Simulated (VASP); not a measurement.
A run of VASP 6.6.1:

The input INCAR:

```
SYSTEM = HC6
ALGO = Normal
DIPOL = 0.5 0.5 0.307
EDIFF = 1E-6
ENCUT = 520
GGA = CA
IDIPOL = 3
ISIF = 2
ISMEAR = 0
LASPH = .True.
LCHARG = .False.
LDIPOL = .True.
LREAL = .False.
LWAVE = .False.
NBANDS = 38
NELM = 80
PREC = Accurate
SIGMA = 0.1
```

KPOINTS

```
k-points
0
Gamma
  6 3 1
  0 0 0
```

File POSCAR:

```
HC6
1.0
    4.8895256614      0.0000000000      0.0000000000
   -1.2223814153      8.7849592876      0.0000000000
    0.0000000000      0.0000000000     22.7474729025
C H
12 2
Direct
    0.0193612757      0.0774451030      0.1758437088
    0.5193612758      0.0774451030      0.1758437088
    0.2742015947      0.0968063788      0.2059542860
    0.7742015947      0.0968063788      0.2059542860
    0.2838822326      0.1355289303      0.2661754406
    0.7838822326      0.1355289303      0.2661754406
    0.0386279421      0.1545151615      0.2955067254
    0.5386279421      0.1545151615      0.2955067254
    0.0488684834      0.1954807970      0.3583587359
    0.5488684834      0.1954807970      0.3583587359
    0.3031723044      0.2126952264      0.3845470194
    0.8031723044      0.2126952264      0.3845470194
    0.0488684834      0.1112041249      0.4605994234
    0.0488684834      0.2797574692      0.4605994234
```

Potentials or basis: VASP PAW LDA potentials, release 64 (C, H).

The run is started by

```console
$ cat potpaw_LDA.64/C/POTCAR potpaw_LDA.64/H/POTCAR > POTCAR
$ mpirun -np 1 vasp_std > vasp.out
```

Hardware: 1 thread of Intel(R) Xeon(R) Platinum 8488C (Sapphire Rapids), with other jobs on the host.

Problem. How long does it take, and how much memory?

Solution. Wall time 10 min on 1 thread of Intel(R) Xeon(R) Platinum 8488C (Sapphire Rapids), with other jobs on the host, peak memory 0.78 GiB. Counts: scf iterations 30, k points 10.
